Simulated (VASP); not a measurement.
Here is a VASP 6.6.1 calculation.

File INCAR:

```
SYSTEM = ZnS
  PREC = Accurate
  ENCUT = 520
  EDIFF = 1E-7
  ISMEAR = 0
  SIGMA = 0.01
  LREAL = Auto
  LASPH = .True.
  NELM = 60
  ALGO = Normal
  ISIF = 2
  LWAVE = .False.
  LCHARG = .True.
  GGA = PE
  LELF = .True.
  LVHAR = .True.
  NBANDS = 86
```

The input KPOINTS:

```
regular mesh
0
Gamma
  1 1 1
  0 0 0
```

POSCAR

```
ZnS
1.0
    0.0000000000      0.0000000000      6.3046430618
   -3.8440669372      6.6581192431      0.0000000000
   -3.8440669373     -6.6581192431      0.0000000000
Zn S
8 8
Direct
    0.0002666736      0.1666666667      0.3333333333
    0.0002666736      0.6666666667      0.3333333333
    0.0002666736      0.1666666667      0.8333333333
    0.0002666736      0.6666666667      0.8333333333
    0.5002666736      0.8333333333      0.1666666667
    0.5002666736      0.3333333333      0.1666666667
    0.5002666736      0.8333333333      0.6666666667
    0.5002666736      0.3333333333      0.6666666667
    0.3747333264      0.1666666667      0.3333333333
    0.3747333264      0.6666666667      0.3333333333
    0.3747333264      0.1666666667      0.8333333333
    0.3747333264      0.6666666667      0.8333333333
    0.8747333264      0.8333333333      0.1666666667
    0.8747333264      0.3333333333      0.1666666667
    0.8747333264      0.8333333333      0.6666666667
    0.8747333264      0.3333333333      0.6666666667
```

Potentials or basis: VASP PAW PBE potentials, release 64 (Zn, S).

Launch:

```console
$ cat potpaw_PBE.64/Zn/POTCAR potpaw_PBE.64/S/POTCAR > POTCAR
$ mpirun -np 1 vasp_gam > vasp.out
```

Problem. Predict the band gap on the k mesh.

Solution. 2.02 eV.

Problem. Predict the pressure.

Solution. 1.8 GPa.

Problem. Predict the largest force.

Solution. 0.120 eV/Å.

Forces in eV/Å, atoms in the order of the input:
```
Zn   0.000  0.000  0.120
Zn   0.000  0.000  0.120
Zn   0.000  0.000  0.120
Zn   0.000  0.000  0.120
Zn   0.000  0.000  0.120
Zn   0.000  0.000  0.120
Zn   0.000  0.000  0.120
Zn   0.000  0.000  0.120
S    0.000  0.000 -0.120
S    0.000  0.000 -0.120
S    0.000  0.000 -0.120
S    0.000  0.000 -0.120
S    0.000  0.000 -0.120
S    0.000  0.000 -0.120
S    0.000  0.000 -0.120
S    0.000  0.000 -0.120
```

Caveat: the k points lie up to 1.00 Å⁻¹ apart. A hybrid or GW would open this gap; PBE tends to underestimate it.
